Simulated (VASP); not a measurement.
The system is Rh.

```
Rh
1.0
     0.00000    1.90299    1.90299
     1.90299    0.00000    1.90299
     1.90299    1.90299    0.00000
Rh
1
Direct
  0.00000 0.00000 0.00000
```

| Item | Value |
| --- | --- |
| Program | VASP 6.6.1 |
| Task | relaxation of cell and atoms |
| Functional | PBE |
| Potentials or basis | VASP PAW PBE potentials, release 64 (Rh_pv) |
| Cutoff | 500 eV |
| k mesh | 17 × 17 × 17 |
| Occupations | methfessel-paxton, width 0.1 eV |
| Spin | no spin polarisation |

At the start: pressure 5.1 GPa; volume 13.78 Å³/atom.

Q: Where does the relaxation end?

A: Over 3 steps the energy falls by 4.1 meV/atom and the volume is 14.05 Å³/atom (+1.9 %); space group Fm-3m (No. 225, to 0.1 Å) before and after.

The path:
```csv
step,energy change (eV),largest force (eV/Å),pressure (GPa),volume (Å³)
1,0.0000,0.0000,5.08,13.78
2,0.0166,0.0000,-10.05,14.67
3,-0.0041,0.0000,-0.02,14.05
```

Final structure:
```xyz
1
Lattice="0.0000 1.9151 1.9151 1.9151 0.0000 1.9151 1.9151 1.9151 0.0000" Properties=species:S:1:pos:R:3 pbc="T T T"
Rh    0.0000    0.0000    0.0000
```
